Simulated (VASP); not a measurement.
# MgO (P6_3/mmc) in VASP: single point with PBE-based screened hybrid with 40 % exact exchange

Aim: the single point of MgO with PBE-based screened hybrid with 40 % exact exchange.

Everything below comes from runs of VASP 6.6.1. Logs are shortened: lines on timing, memory, paths and dates and some standing lists are left out, and cuts for length are marked.

### 1 The cell of the first run

It takes space group P6_3/mmc (No. 194, hexagonal). The conventional cell has a = 3.484 Å, b = 3.484 Å, c = 4.185 Å, α = 90.00°, β = 90.00°, γ = 120.00°. Within 2.7 Å of Mg (site symmetry -6m2) lie 5 O at 2.01 to 2.09 Å. O (site symmetry -6m2) has 5 Mg at 2.01 to 2.09 Å within 2.7 Å.

### 2 Single point, PBE-based screened hybrid with 40 % exact exchange

Contents of POSCAR:

```
MgO
1.0
    3.4840197850      0.0000000000      0.0000000000
   -1.7420098925      3.0172496411      0.0000000000
    0.0000000000      0.0000000000      4.1853204440
Mg O
2 2
Direct
    0.3333333333      0.6666666667      0.2500000000
    0.6666666667      0.3333333333      0.7500000000
    0.6666666667      0.3333333333      0.2500000000
    0.3333333333      0.6666666667      0.7500000000
```

Contents of INCAR.step1:

```
SYSTEM = MgO
PREC = Accurate ; ENCUT = 520
EDIFF = 1E-5 ; ISMEAR = 0
SIGMA = 0.01 ; LREAL = .FALSE.
LASPH = .TRUE. ; NELM = 60
ALGO = Normal ; ISIF = 2
LWAVE = .TRUE. ; LCHARG = .FALSE.
GGA = PE ; NBANDS = 16
```

Contents of INCAR.step2:

```
SYSTEM = MgO
PREC = Accurate ; ENCUT = 520
EDIFF = 1E-6 ; ISMEAR = 0
SIGMA = 0.01 ; LREAL = .FALSE.
LASPH = .TRUE. ; NELM = 60
ALGO = Normal ; ISIF = 2
LWAVE = .FALSE. ; LCHARG = .FALSE.
GGA = PE ; LHFCALC = .TRUE.
AEXX = 0.4 ; HFSCREEN = 0.2078
PRECFOCK = Normal ; ISTART = 1
NBANDS = 16
```

Contents of KPOINTS:

```
regular mesh
0
G
  6 6 4
  0 0 0
```

Potentials or basis: VASP PAW PBE potentials, release 64 (Mg, O).

Started as:

```bash
$ cat potpaw_PBE.64/Mg/POTCAR potpaw_PBE.64/O/POTCAR > POTCAR
$ cp INCAR.step1 INCAR
$ mpirun -np 1 vasp_std > vasp.out
$ cp INCAR.step2 INCAR
$ mpirun -np 1 vasp_std > vasp.out
```

OUTCAR:

```text
SYSTEM = MgO
   PREC = Accurate
   ENCUT = 520
   EDIFF = 1E-6
   ISMEAR = 0
   LREAL = .FALSE.
   LASPH = .TRUE.
   NELM = 60
   ISIF = 2
   GGA = PE
   LHFCALC = .TRUE.
   AEXX = 0.4
   HFSCREEN = 0.2078
   PRECFOCK = Normal
   ISTART = 1

 ion  position               nearest neighbor table
   1  0.333  0.667  0.250-   3 2.01   3 2.01   3 2.01   4 2.09   4 2.09   2 2.90   2 2.90   2 2.90
                             2 2.90   2 2.90   2 2.90
   2  0.667  0.333  0.750-   4 2.01   4 2.01   4 2.01   3 2.09   3 2.09   1 2.90   1 2.90   1 2.90
                             1 2.90   1 2.90   1 2.90
   3  0.667  0.333  0.250-   1 2.01   1 2.01   1 2.01   2 2.09   2 2.09
   4  0.333  0.667  0.750-   2 2.01   2 2.01   2 2.01   1 2.09   1 2.09

  LATTYP: Found a hexagonal cell.
 ALAT       =     3.4840197850
 C/A-ratio  =     1.2012906649

  Lattice vectors:

 A1 = (   3.4840197850,   0.0000000000,   0.0000000000)
 A2 = (  -1.7420098925,   3.0172496411,   0.0000000000)
 A3 = (   0.0000000000,   0.0000000000,   4.1853204440)

Analysis of symmetry for initial positions (statically):
=====================================================================
 Subroutine PRICEL returns:
 Original cell was already a primitive cell.

 Routine SETGRP: Setting up the symmetry group for a
 hexagonal supercell.

 Subroutine GETGRP returns: Found 24 space group operations
 (whereof 12 operations were pure point group operations)
 out of a pool of 24 trial point group operations.

The static configuration has the point symmetry D_3d.
 The point group associated with its full space group is D_6h.

Analysis of symmetry for dynamics (positions and initial velocities):
=====================================================================
 Subroutine PRICEL returns:
 Original cell was already a primitive cell.

 Routine SETGRP: Setting up the symmetry group for a
 hexagonal supercell.

 Subroutine GETGRP returns: Found 24 space group operations
 (whereof 12 operations were pure point group operations)
 out of a pool of 24 trial point group operations.

The dynamic configuration has the point symmetry D_3d.
 The point group associated with its full space group is D_6h.

 Subroutine INISYM returns: Found 24 space group operations
 (whereof 12 operations are pure point group operations),
 and found     1 'primitive' translations

----------------------------------------------------------------------------------------

                                     Primitive cell

  volume of cell :      43.9967

  direct lattice vectors                    reciprocal lattice vectors
     3.484019785  0.000000000  0.000000000     0.287024776  0.165713832  0.000000000
    -1.742009893  3.017249641  0.000000000     0.000000000  0.331427664  0.000000000
     0.000000000  0.000000000  4.185320444     0.000000000  0.000000000  0.238930331

  length of vectors
     3.484019785  3.484019785  4.185320444     0.331427664  0.331427664  0.238930331

  position of ions in fractional coordinates (direct lattice)
     0.333333333  0.666666667  0.250000000
     0.666666667  0.333333333  0.750000000
     0.666666667  0.333333333  0.250000000
     0.333333333  0.666666667  0.750000000

  ion indices of the primitive-cell ions
   primitive index   ion index
                 1           1
                 2           2
                 3           3
                 4           4

----------------------------------------------------------------------------------------

 KPOINTS: regular mesh

Automatic generation of k-mesh.
 Grid dimensions read from file:
 generate k-points for:    6    6    4

 Generating k-lattice:

  Cartesian coordinates                     Fractional coordinates (reciprocal lattice)
     0.047837463  0.027618972  0.000000000     0.166666667  0.000000000  0.000000000
     0.000000000  0.055237944  0.000000000     0.000000000  0.166666667  0.000000000
     0.000000000  0.000000000  0.059732583     0.000000000  0.000000000  0.250000000

  Length of vectors
     0.055237944  0.055237944  0.059732583

  Shift w.r.t. Gamma in fractional coordinates (k-lattice)
     0.000000000  0.000000000  0.000000000

 Subroutine IBZKPT returns following result:
 ===========================================

 Found     21 irreducible k-points:

 Following reciprocal coordinates:
            Coordinates               Weight
  0.000000  0.000000  0.000000      1.000000
  0.166667  0.000000  0.000000      6.000000
  0.333333  0.000000  0.000000      6.000000
  0.500000  0.000000  0.000000      3.000000
  0.166667  0.166667  0.000000      6.000000
  0.333333  0.166667  0.000000     12.000000
[... 13 lines left out ...]
  0.333333  0.166667  0.500000     12.000000
  0.333333  0.333333  0.500000      2.000000
   k-points           NKPTS =     21   k-points in BZ     NKDIM =    144   number of bands    NBANDS=     16
   number of dos      NEDOS =    301   number of ions     NIONS =      4
   total plane-waves  NPLWV =  25088
   dimension x,y,z NGX =    28 NGY =   28 NGZ =   32
   dimension x,y,z NGXF=    56 NGYF=   56 NGZF=   64
   ions per type =               2   2
   NGX,Y,Z   is equivalent  to a cutoff of  13.36, 13.36, 12.71 a.u.
   NGXF,Y,Z  is equivalent  to a cutoff of  26.72, 26.72, 25.42 a.u.
 SYSTEM =  MgO
   PREC   = accura    normal or accurate (medium, high low for compatibility)
   ISTART =      1    job   : 0-new  1-cont  2-samecut
   ICHARG =      0    charge: 1-file 2-atom 10-const
   ISPIN  =      1    spin polarized calculation?
   LNONCOLLINEAR =      F non collinear calculations
   LSORBIT =      F    spin-orbit coupling
   LASPH  =      T    aspherical Exc in radial PAW
   ENCUT  =  520.0 eV  38.22 Ry    6.18 a.u.   6.48  6.48  7.78*2*pi/ulx,y,z
   NELM   =     60;   NELMIN=  2; NELMDL=  0     # of ELM steps
   EDIFF  = 0.1E-05   stopping-criterion for ELM
   LREAL  =      F    real-space projection
   EDIFFG = 0.1E-04   stopping-criterion for IOM
   NSW    =      0    number of steps for IOM
   IBRION =     -1    ionic relax: 0-MD 1-quasi-New 2-CG
   NFREE  =      0    steps in history (QN), initial steepest desc. (CG)
   ISIF   =      2    stress and relaxation
   ISYM   =      3    0-nonsym 1-usesym 2-fastsym
   POTIM  = 0.5000    time-step for ionic-motion
   TEBEG  =    0.0;   TEEND  =   0.0 temperature during run
   PSTRESS=    0.0 pullay stress
   NELECT =      16.0000    total number of electrons
   NUPDOWN=      -1.0000    fix difference up-down
   EMIN   =  10.00;   EMAX   =-10.00  energy-range for DOS
   EFERMI =   0.00;   METHOD = LEGACY
   ISMEAR =     0;   SIGMA  =   0.01  broadening in eV -4-tet -1-fermi 0-gaus
   EFERMI_NEDOS =   21; number of points for ismear=-14 and -15
   IALGO  =     38    algorithm
   IMIX   =      1    mixing-type and parameters
     AMIX     =   0.40;   BMIX     =  1.00
     AMIX_MAG =   1.60;   BMIX_MAG =  1.00
  volume/ion in A,a.u.               =      11.00        74.23
  Fermi-wavevector in a.u.,A,eV,Ry     =   1.168534  2.208209 18.578366  1.365471
  Thomas-Fermi vector in A             =   2.305019
   LORBIT       =      0    0 simple, 1 ext, 2 COOP (PROOUT), +10 PAW based schemes
   GGA     = PE    functional components
   LHFCALC =     T    Hartree Fock is set to
   PRECFOCK=normal    Normal, Fast or Accurate (Low or Medium for compatibility)
   ENCUT4O =  -1.0   cutoff for four orbital integrals eV
   NKREDX  =     1    reduce k-point grid by
   NKREDY  =     1    reduce k-point grid by
   NKREDZ  =     1    reduce k-point grid by
   AEXX    =    0.4000 exact exchange contribution
   HFSCREEN=    0.2078 screening length (either q_TF or 0.3 A-1)
   HFSCREENC=   0.2078 screening length for correlation (either q_TF or 0.3 A-1)
   ENCUTFOCK=  -1.0 apply spherical cutoff to Coloumb kernel
   IVDW    =     0    specifies the selected vdW correction
   LEPSILON=     F    determine dielectric tensor
   LRPA    =     F    only Hartree local field effects (RPA)
 non-spin polarized calculation
 Gauss-broadening in eV      SIGMA  =   0.01
  energy-cutoff  :      520.00
  volume of cell :       44.00
 maximum number of plane-waves:      1204
 NGX is ok and might be reduce to    28
  NGX = 20; NGY = 20; NGZ = 24

 number of electron      15.9999998 magnetization

 Free energy of the ion-electron system (eV)
  ---------------------------------------------------
  ext. energy  EPLUGINS =         0.00000000
  ---------------------------------------------------
  free energy    TOTEN  =       -31.01292454 eV

  energy without entropy =      -31.01292454  energy(sigma->0) =      -31.01292454

 E-fermi :   0.1341     XC(G=0):  -7.2351

 val. band max:        0.0301346618   @ k =   0.0000   0.0000   0.0000
 cond. band min:       6.0416024110   @ k =   0.0000   0.0000   0.0000
 fundamental gap:      6.0114677492
 Fermi energy:         0.1340752941

 k-point     1 :       0.0000    0.0000    0.0000
  band No.  band energies     occupation
      1     -19.3473      2.00000
      2     -17.8377      2.00000
      3      -4.0379      2.00000
      4      -1.9120      2.00000
      5      -1.9120      2.00000
      6      -0.8454      2.00000
[... 8 lines left out ...]
     15      18.8114      0.00000
     16      19.0085      0.00000

 k-point     2 :       0.1667    0.0000    0.0000
  band No.  band energies     occupation
      1     -19.2035      2.00000
      2     -17.8652      2.00000
      3      -3.7989      2.00000
      4      -2.3655      2.00000
      5      -2.1217      2.00000
      6      -1.3672      2.00000
[... 8 lines left out ...]
     15      17.8959      0.00000
     16      18.0839      0.00000

 k-point     3 :       0.3333    0.0000    0.0000
  band No.  band energies     occupation
      1     -18.8534      2.00000
      2     -17.9774      2.00000
      3      -3.3589      2.00000
      4      -3.1670      2.00000
      5      -2.4460      2.00000
      6      -1.9230      2.00000
[... 8 lines left out ...]
     15      17.4747      0.00000
     16      18.1462      0.00000
[... 305 lines left out ...]
 k-point    20 :       0.3333    0.1667    0.5000
  band No.  band energies     occupation
      1     -18.2915      2.00000
      2     -18.2915      2.00000
      3      -4.0514      2.00000
      4      -4.0514      2.00000
      5      -2.1642      2.00000
      6      -2.1642      2.00000
[... 8 lines left out ...]
     15      19.3109      0.00000
     16      19.3109      0.00000

 k-point    21 :       0.3333    0.3333    0.5000
  band No.  band energies     occupation
      1     -18.2525      2.00000
      2     -18.2525      2.00000
      3      -3.9439      2.00000
      4      -3.9439      2.00000
      5      -2.6664      2.00000
      6      -2.6664      2.00000
[... 8 lines left out ...]
     15      20.7172      0.00000
     16      20.7172      0.00000

------------------------ aborting loop because EDIFF is reached ----------------------------------------

  FORCE on cell =-STRESS in cart. coord.  units (eV):
  Direction    XX          YY          ZZ          XY          YZ          ZX
  --------------------------------------------------------------------------------------
  -------------------------------------------------------------------------------------
  Total       -0.6630560     -0.6630560     -0.8163293      0.0000000      0.0000000     -0.0000000
  in kB      -24.1457248    -24.1457248    -29.7272954      0.0000000      0.0000000     -0.0000000
  external PRESSURE =     -26.0062483 kB  Pullay stress =       0.0000000 kB

 VOLUME and BASIS-vectors are now :
 -----------------------------------------------------------------------------
  energy-cutoff  :      520.00
  volume of cell :       44.00
      direct lattice vectors                 reciprocal lattice vectors
     3.484019785  0.000000000  0.000000000     0.287024776  0.165713832  0.000000000
    -1.742009893  3.017249641  0.000000000     0.000000000  0.331427664  0.000000000
     0.000000000  0.000000000  4.185320444     0.000000000  0.000000000  0.238930331

 POSITION                                       TOTAL-FORCE (eV/Angst)
 -----------------------------------------------------------------------------------
     -0.00000      2.01150      1.04633         0.000000      0.000000      0.000000
      1.74201      1.00575      3.13899        -0.000000     -0.000000     -0.000000
      1.74201      1.00575      1.04633        -0.000000      0.000000      0.000000
     -0.00000      2.01150      3.13899         0.000000      0.000000      0.000000
 -----------------------------------------------------------------------------------
    total drift:                                0.000000      0.000000     -0.000000

  FREE ENERGIE OF THE ION-ELECTRON SYSTEM (eV)
  ---------------------------------------------------
  free  energy   TOTEN  =       -31.0129245446 eV

  energy  without entropy=      -31.0129245446  energy(sigma->0) =      -31.01292454
```

It took 49 min on 1 thread of AMD EPYC 7R13, shared host; peak memory 0.26 GiB.

What came out:

| Property | Result |
| --- | --- |
| Free energy | -31.0129 eV |
| Pressure | -2.6 GPa |
| Band gap on the k mesh | 6.01 eV |

Caveat: the PAW data sets were made with another functional, which shifts forces and pressure a little.
